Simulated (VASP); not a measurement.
# Ir (P6_3/mmc) in VASP: notebook

The runs below take Ir through single point, with r2SCAN.

Program: VASP 6.6.1. These are calculated values, not measurements. Logs are shortened: lines on timing, memory, paths and dates and some standing lists are left out, and cuts for length are marked.

### 1 The cell of the first run

Symmetry: P6_3/mmc, No. 194, hexagonal system. The conventional cell has a = 2.861 Å, b = 2.861 Å, c = 4.641 Å, α = 90.00°, β = 90.00°, γ = 120.00°. Ir (site symmetry -6m2) has 12 Ir at 2.85 to 2.86 Å within 3.8 Å.

This isn't the form of Ir at room conditions, which is fcc.

### 2 Single point, r2SCAN (strain +0.040 along x and y, +0.040 along z)

Contents of POSCAR:

```
Ir
1.0
    2.8614330104      0.0000000000      0.0000000000
   -1.4307165052      2.4780736782      0.0000000000
    0.0000000000      0.0000000000      4.6407816000
Ir
2
Direct
    0.6666666667      0.3333333333      0.7500000000
    0.3333333333      0.6666666667      0.2500000000
```

Contents of INCAR.step1:

```
PREC = Accurate
ENCUT = 520
ISMEAR = 0
SIGMA = 0.15
LREAL = False
LASPH = True
NELM = 60
NBANDS = 16
GGA = PE
ALGO = Normal
EDIFF = 1E-4
LWAVE = True
LCHARG = False
```

Contents of INCAR.step2:

```
PREC = Accurate
ENCUT = 520
EDIFF = 1E-7
ISMEAR = 0
SIGMA = 0.15
LREAL = False
LASPH = True
NELM = 60
ALGO = Normal
ISIF = 2
LWAVE = False
LCHARG = False
METAGGA = R2SCAN
LMIXTAU = True
NBANDS = 16
ISTART = 1
```

Contents of KPOINTS:

```
Automatic mesh
0
Gamma
  18 18 12
```

Potentials or basis: VASP PAW PBE potentials, release 64 (Ir).

Run with:

```bash
> cat potpaw_PBE.64/Ir/POTCAR > POTCAR
> cp INCAR.step1 INCAR
> mpirun -np 1 vasp_std > vasp.out
> cp INCAR.step2 INCAR
> mpirun -np 1 vasp_std > vasp.out
```

OUTCAR:

```text
PREC = Accurate
   ENCUT = 520
   EDIFF = 1E-7
   ISMEAR = 0
   LREAL = False
   LASPH = True
   NELM = 60
   ISIF = 2
   METAGGA = R2SCAN
   ISTART = 1

 ion  position               nearest neighbor table
   1  0.667  0.333  0.750-   2 2.85   2 2.85   2 2.85   2 2.85   2 2.85   2 2.85
   2  0.333  0.667  0.250-   1 2.85   1 2.85   1 2.85   1 2.85   1 2.85   1 2.85

  LATTYP: Found a hexagonal cell.
 ALAT       =     2.8614330104
 C/A-ratio  =     1.6218382828

  Lattice vectors:

 A1 = (   2.8614330104,   0.0000000000,   0.0000000000)
 A2 = (  -1.4307165052,   2.4780736782,   0.0000000000)
 A3 = (   0.0000000000,   0.0000000000,   4.6407816000)

Analysis of symmetry for initial positions (statically):
=====================================================================
 Subroutine PRICEL returns:
 Original cell was already a primitive cell.

 Routine SETGRP: Setting up the symmetry group for a
 hexagonal supercell.

 Subroutine GETGRP returns: Found 24 space group operations
 (whereof 12 operations were pure point group operations)
 out of a pool of 24 trial point group operations.

The static configuration has the point symmetry D_3d.
 The point group associated with its full space group is D_6h.

Analysis of symmetry for dynamics (positions and initial velocities):
=====================================================================
 Subroutine PRICEL returns:
 Original cell was already a primitive cell.

 Routine SETGRP: Setting up the symmetry group for a
 hexagonal supercell.

 Subroutine GETGRP returns: Found 24 space group operations
 (whereof 12 operations were pure point group operations)
 out of a pool of 24 trial point group operations.

The dynamic configuration has the point symmetry D_3d.
 The point group associated with its full space group is D_6h.

 Subroutine INISYM returns: Found 24 space group operations
 (whereof 12 operations are pure point group operations),
 and found     1 'primitive' translations

----------------------------------------------------------------------------------------

                                     Primitive cell

  volume of cell :      32.9070

  direct lattice vectors                    reciprocal lattice vectors
     2.861433010  0.000000000  0.000000000     0.349475244  0.201769626  0.000000000
    -1.430716505  2.478073678  0.000000000     0.000000000  0.403539253  0.000000000
     0.000000000  0.000000000  4.640781600     0.000000000  0.000000000  0.215480944

  length of vectors
     2.861433010  2.861433010  4.640781600     0.403539253  0.403539253  0.215480944

  position of ions in fractional coordinates (direct lattice)
     0.666666667  0.333333333  0.750000000
     0.333333333  0.666666667  0.250000000

  ion indices of the primitive-cell ions
   primitive index   ion index
                 1           1
                 2           2

----------------------------------------------------------------------------------------

 KPOINTS: Automatic mesh

Automatic generation of k-mesh.
 Grid dimensions read from file:
 generate k-points for:   18   18   12

 Generating k-lattice:

  Cartesian coordinates                     Fractional coordinates (reciprocal lattice)
     0.019415291  0.011209424  0.000000000     0.055555556  0.000000000  0.000000000
     0.000000000  0.022418847  0.000000000     0.000000000  0.055555556  0.000000000
     0.000000000  0.000000000  0.017956745     0.000000000  0.000000000  0.083333333

  Length of vectors
     0.022418847  0.022418847  0.017956745

  Shift w.r.t. Gamma in fractional coordinates (k-lattice)
     0.000000000  0.000000000  0.000000000

 Subroutine IBZKPT returns following result:
 ===========================================

 Found    259 irreducible k-points:

 Following reciprocal coordinates:
            Coordinates               Weight
  0.000000  0.000000  0.000000      1.000000
  0.055556 -0.000000  0.000000      6.000000
  0.111111 -0.000000  0.000000      6.000000
  0.166667  0.000000  0.000000      6.000000
  0.222222 -0.000000  0.000000      6.000000
  0.277778 -0.000000  0.000000      6.000000
[... 16 lines left out ...]
  0.333333  0.111111  0.000000     12.000000
  0.388889  0.111111  0.000000     12.000000
 [... further k-points ...]
   k-points           NKPTS =    259   k-points in BZ     NKDIM =    259   number of bands    NBANDS=     16
   number of dos      NEDOS =    301   number of ions     NIONS =      2
   total plane-waves  NPLWV =  20736
   dimension x,y,z NGX =    24 NGY =   24 NGZ =   36
   dimension x,y,z NGXF=    48 NGYF=   48 NGZF=   72
   ions per type =               2
   NGX,Y,Z   is equivalent  to a cutoff of  13.94, 13.94, 12.90 a.u.
   NGXF,Y,Z  is equivalent  to a cutoff of  27.89, 27.89, 25.79 a.u.
 SYSTEM =  unknown system
   PREC   = accura    normal or accurate (medium, high low for compatibility)
   ISTART =      1    job   : 0-new  1-cont  2-samecut
   ICHARG =      0    charge: 1-file 2-atom 10-const
   ISPIN  =      1    spin polarized calculation?
   LNONCOLLINEAR =      F non collinear calculations
   LSORBIT =      F    spin-orbit coupling
   LASPH  =      T    aspherical Exc in radial PAW
   ENCUT  =  520.0 eV  38.22 Ry    6.18 a.u.   5.32  5.32  8.63*2*pi/ulx,y,z
   NELM   =     60;   NELMIN=  2; NELMDL=  0     # of ELM steps
   EDIFF  = 0.1E-06   stopping-criterion for ELM
   LREAL  =      F    real-space projection
   EDIFFG = 0.1E-05   stopping-criterion for IOM
   NSW    =      0    number of steps for IOM
   IBRION =     -1    ionic relax: 0-MD 1-quasi-New 2-CG
   NFREE  =      0    steps in history (QN), initial steepest desc. (CG)
   ISIF   =      2    stress and relaxation
   ISYM   =      2    0-nonsym 1-usesym 2-fastsym
   POTIM  = 0.5000    time-step for ionic-motion
   TEBEG  =    0.0;   TEEND  =   0.0 temperature during run
   PSTRESS=    0.0 pullay stress
   NELECT =      18.0000    total number of electrons
   NUPDOWN=      -1.0000    fix difference up-down
   EMIN   =  10.00;   EMAX   =-10.00  energy-range for DOS
   EFERMI =   0.00;   METHOD = LEGACY
   ISMEAR =     0;   SIGMA  =   0.15  broadening in eV -4-tet -1-fermi 0-gaus
   EFERMI_NEDOS =   21; number of points for ismear=-14 and -15
   IALGO  =     38    algorithm
   IMIX   =      4    mixing-type and parameters
     AMIX     =   0.40;   BMIX     =  1.00
     AMIX_MAG =   1.60;   BMIX_MAG =  1.00
  volume/ion in A,a.u.               =      16.45       111.03
  Fermi-wavevector in a.u.,A,eV,Ry     =   1.338863  2.530084 24.389167  1.792553
  Thomas-Fermi vector in A             =   2.467300
   LORBIT       =      0    0 simple, 1 ext, 2 COOP (PROOUT), +10 PAW based schemes
   METAGGA = R2SCAN    functional components
   LHFCALC =     F    Hartree Fock is set to
   AEXX    =    0.0000 exact exchange contribution
   IVDW    =     0    specifies the selected vdW correction
   LEPSILON=     F    determine dielectric tensor
   LRPA    =     F    only Hartree local field effects (RPA)
 non-spin polarized calculation
 Gauss-broadening in eV      SIGMA  =   0.15
  energy-cutoff  :      520.00
  volume of cell :       32.91
 maximum number of plane-waves:       905
 NGX is ok and might be reduce to    24
   NGX = 11   NGY = 11   NGZ = 17

 number of electron      17.9999997 magnetization

 Free energy of the ion-electron system (eV)
  ---------------------------------------------------
  ext. energy  EPLUGINS =         0.00000000
  ---------------------------------------------------
  free energy    TOTEN  =      -104.03177872 eV

  energy without entropy =     -104.00017048  energy(sigma->0) =     -104.01597460

 E-fermi :   7.8452     XC(G=0): -14.3003

 val. band max:        7.8428621790   @ k =   0.3333   0.1667   0.1667
 cond. band min:       7.8466963815   @ k =   0.3889  -0.0000   0.0000
 fundamental gap:      0.0038342025
 Fermi energy:         7.8452381104

 k-point     1 :       0.0000    0.0000    0.0000
  band No.  band energies     occupation
      1      -2.1869      2.00000
      2       0.8743      2.00000
      3       4.5976      2.00000
      4       4.6962      2.00000
      5       4.6962      2.00000
      6       5.2183      2.00000
[... 8 lines left out ...]
     15      25.1212      0.00000
     16      25.8959      0.00000

 k-point     2 :       0.0556   -0.0000    0.0000
  band No.  band energies     occupation
      1      -2.0782      2.00000
      2       0.9702      2.00000
      3       4.4105      2.00000
      4       4.7818      2.00000
      5       4.8651      2.00000
      6       5.1645      2.00000
[... 8 lines left out ...]
     15      25.2583      0.00000
     16      25.9841      0.00000

 k-point     3 :       0.1111   -0.0000    0.0000
  band No.  band energies     occupation
      1      -1.7593      2.00000
      2       1.2405      2.00000
      3       4.1459      2.00000
      4       4.9679      2.00000
      5       5.0346      2.00000
      6       5.1555      2.00000
[... 8 lines left out ...]
     15      25.6232      0.00000
     16      25.6977      0.00000

 k-point     4 :       0.1667    0.0000    0.0000
  band No.  band energies     occupation
      1      -1.2541      2.00000
      2       1.6208      2.00000
      3       3.8847      2.00000
      4       4.6161      2.00000
      5       4.7755      2.00000
      6       5.4151      2.00000
[... 8 lines left out ...]
     15      25.3276      0.00000
     16      25.5429      0.00000
[... 324 lines left out ...]
 k-point    22 :       0.2778    0.1111    0.0000
  band No.  band energies     occupation
      1       1.0227      2.00000
      2       2.2183      2.00000
      3       2.7782      2.00000
      4       3.7373      2.00000
      5       4.4542      2.00000
      6       4.8373      2.00000
[... 8 lines left out ...]
     15      19.5520      0.00000
     16      23.5267      0.00000

 k-point    23 :       0.3333    0.1111    0.0000
  band No.  band energies     occupation
      1       1.4715      2.00000
      2       2.0347      2.00000
      3       2.4528      2.00000
      4       4.1012      2.00000
      5       4.3759      2.00000
      6       5.0397      2.00000
[... 8 lines left out ...]
     15      18.4441      0.00000
     16      21.9275      0.00000

 k-point    24 :       0.3889    0.1111    0.0000
  band No.  band energies     occupation
      1       1.6905      2.00000
      2       1.8995      2.00000
      3       2.2539      2.00000
      4       4.3495      2.00000
      5       4.4865      2.00000
      6       4.8774      2.00000
[... 8 lines left out ...]
     15      17.6609      0.00000
     16      20.3299      0.00000

 [... further k-points ...]

------------------------ aborting loop because EDIFF is reached ----------------------------------------

  FORCE on cell =-STRESS in cart. coord.  units (eV):
  Direction    XX          YY          ZZ          XY          YZ          ZX
  --------------------------------------------------------------------------------------
  -------------------------------------------------------------------------------------
  Total       -7.2746466     -7.2746466     -7.4414556     -0.0000000      0.0000000      0.0000000
  in kB     -354.1877652   -354.1877652   -362.3093570     -0.0000000      0.0000000      0.0000000
  external PRESSURE =    -356.8949624 kB  Pullay stress =       0.0000000 kB

 VOLUME and BASIS-vectors are now :
 -----------------------------------------------------------------------------
  energy-cutoff  :      520.00
  volume of cell :       32.91
      direct lattice vectors                 reciprocal lattice vectors
     2.861433010  0.000000000  0.000000000     0.349475244  0.201769626  0.000000000
    -1.430716505  2.478073678  0.000000000     0.000000000  0.403539253  0.000000000
     0.000000000  0.000000000  4.640781600     0.000000000  0.000000000  0.215480944

 POSITION                                       TOTAL-FORCE (eV/Angst)
 -----------------------------------------------------------------------------------
      1.43072      0.82602      3.48059         0.000000     -0.000000      0.000000
     -0.00000      1.65205      1.16020        -0.000000      0.000000      0.000000
 -----------------------------------------------------------------------------------
    total drift:                               -0.000000      0.000000     -0.000000

  FREE ENERGIE OF THE ION-ELECTRON SYSTEM (eV)
  ---------------------------------------------------
  free  energy   TOTEN  =      -104.0317787223 eV

  energy  without entropy=     -104.0001704837  energy(sigma->0) =     -104.01597460
```

Run time: 9.1 min. Hardware: 1 thread of Intel Xeon 8259CL, shared host; peak memory 0.23 GiB.

Results:

| Quantity | Value |
| --- | --- |
| Free energy | -104.0318 eV |
| Pressure | -35.7 GPa |
| Band gap on the k mesh | zero (bands 9 and 10 overlap by 2.68 eV) |

Caveat: the cell differs from its parent crystal (strain +0.040 along x and y, +0.040 along z); the cell stands under tension; the PAW data sets were made with another functional, which shifts forces and pressure a little; spin-orbit coupling is left out, which moves the levels of the heavy elements.

### 3 Single point, r2SCAN (strain +0.080 along x and y, +0.000 along z)

Contents of POSCAR:

```
Ir
1.0
    2.9714881261      0.0000000000      0.0000000000
   -1.4857440631      2.5733842043      0.0000000000
    0.0000000000      0.0000000000      4.4622900000
Ir
2
Direct
    0.6666666667      0.3333333333      0.7500000000
    0.3333333333      0.6666666667      0.2500000000
```

Contents of INCAR.step1:

```
ALGO = Normal ; EDIFF = 1E-4
ENCUT = 520 ; GGA = PE
ISMEAR = 0 ; LASPH = T
LCHARG = F ; LREAL = F
LWAVE = T ; NBANDS = 16
NELM = 100 ; PREC = Accurate
SIGMA = 0.15
```

Contents of INCAR.step2:

```
ALGO = Normal ; EDIFF = 1E-6
ENCUT = 520 ; ISIF = 2
ISMEAR = 0 ; ISTART = 1
LASPH = T ; LCHARG = T
LELF = T ; LMIXTAU = T
LREAL = F ; LVHAR = T
LWAVE = F ; METAGGA = R2SCAN
NBANDS = 16 ; NELM = 100
PREC = Accurate ; SIGMA = 0.15
```

Contents of KPOINTS:

```
k-points
0
Gamma
  18 18 12
```

Potentials or basis: VASP PAW PBE potentials, release 64 (Ir).

Run with:

```bash
> cat potpaw_PBE.64/Ir/POTCAR > POTCAR
> cp INCAR.step1 INCAR
> mpirun -np 1 vasp_std > vasp.out
> cp INCAR.step2 INCAR
> mpirun -np 1 vasp_std > vasp.out
```

Run time: 7.8 min. Hardware: 1 thread of Intel Xeon 8259CL, shared host; peak memory 0.23 GiB.

The run converged. Its results:

```
Free energy            : -103.6937 eV
Pressure               : -39.3 GPa
Band gap on the k mesh : zero (bands 9 and 10 overlap by 2.31 eV)
```

Stress tensor (GPa, compression positive):
```
-42.15   0.00   0.00
  0.00 -42.15   0.00
  0.00   0.00 -33.51
```

Levels at points of the mesh, in eV from the Fermi level:
| k point | band 5 | band 6 | band 7 | band 8 | band 9 | band 10 | band 11 | band 12 | band 13 | band 14 |
| --- | --- | --- | --- | --- | --- | --- | --- | --- | --- | --- |
| (0.00, 0.00, 0.00) | -2.50 | -2.42 | -2.42 | -2.41 | -2.41 | 0.18 | 0.18 | 0.45 | 6.80 | 14.88 |
| (0.50, 0.00, 0.00) | -2.95 | -2.51 | -1.97 | 0.07 | 0.54 | 0.94 | 2.15 | 3.26 | 8.13 | 9.99 |
| (0.00, 0.00, 0.50) | -3.35 | -3.35 | -3.23 | -3.23 | -0.37 | -0.37 | -0.37 | -0.37 | 14.44 | 14.44 |
| (0.50, 0.00, 0.50) | -1.95 | -1.95 | -0.68 | -0.68 | 0.37 | 0.37 | 1.75 | 1.75 | 6.30 | 6.30 |

Caveat: the cell differs from its parent crystal (strain +0.080 along x and y, +0.000 along z); the stress differs along the axes, from -42 to -34 GPa; the PAW data sets were made with another functional, which shifts forces and pressure a little; spin-orbit coupling is left out, which moves the levels of the heavy elements.
